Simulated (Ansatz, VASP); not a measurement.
One calculation of P, two programs

The input INCAR:

```
PREC = Accurate ; ENCUT = 520
EDIFF = 1E-6 ; ISMEAR = 0
SIGMA = 0.15 ; LREAL = F
LASPH = T ; NELM = 80
ALGO = Normal ; ISIF = 2
LWAVE = F ; LCHARG = T
GGA = PS ; LELF = T
LVHAR = T ; NBANDS = 12
```

Contents of KPOINTS:

```
Automatic mesh
0
Gamma
  18 18 18
```

File POSCAR:

```
P
1.0
   -1.7422553444      2.5906199884      1.8868282978
    1.7422553444     -2.5906199884      1.8868282978
    1.7422553444      2.5906199884     -1.8868282978
P
2
Direct
    0.8033091100      0.0533091100      0.7500000000
    0.1966908900      0.9466908900      0.2500000000
```

Input for Ansatz:

```yaml
crystal:
  lattice:
    - [-1.7422553444, 2.5906199884, 1.8868282978]
    - [1.7422553444, -2.5906199884, 1.8868282978]
    - [1.7422553444, 2.5906199884, -1.8868282978]
  atoms:
    - { symbol: P, position: [0.80330911, 0.05330911, 0.75] }
    - { symbol: P, position: [0.19669089, 0.94669089, 0.25] }
basis:
  ecutwfc: 420
kpoints:
  mp_grid: { grid: [18, 18, 18] }
hamiltonian:
  xc: pbesol
scf:
  occupations: { method: gaussian, width: 0.15 }
output:
  forces: true
  stress: true
  eigenvalues: true
```

Change from the starting cell: strain +0.030 along x and y, +0.015 along z, atoms carried along.

Alike in both runs: task single point; functional PBEsol; k mesh 18 × 18 × 18; occupations gaussian, width 0.15 eV; no spin polarisation.

|  | VASP | Ansatz |
| --- | --- | --- |
| version | VASP 6.6.1 | Ansatz 0.2.0 |
| potentials or method | VASP PAW PBE potentials, release 64 (P), cutoff 520 eV | scalar-relativistic, plane waves, PAW |
| valence electrons in the cell | 10 | 10 |

```tsv
	VASP	Ansatz	Ansatz less VASP
gap on the k mesh at the Fermi level (eV)	none	none	-
pressure (GPa)	-7.3	-7.3	-0.01
traceless stress, the component that is largest in VASP (GPa)	2.15	2.13	-0.018
rms of the force components (eV/Å)	0.024	0.007	-0.0173
```

VASP's potentials were made for PBE, not for PBEsol. Atom by atom the forces differ by 0.017 eV/Å (rms over components). A gap of «none» marks a metal or a gap that the smearing closes.
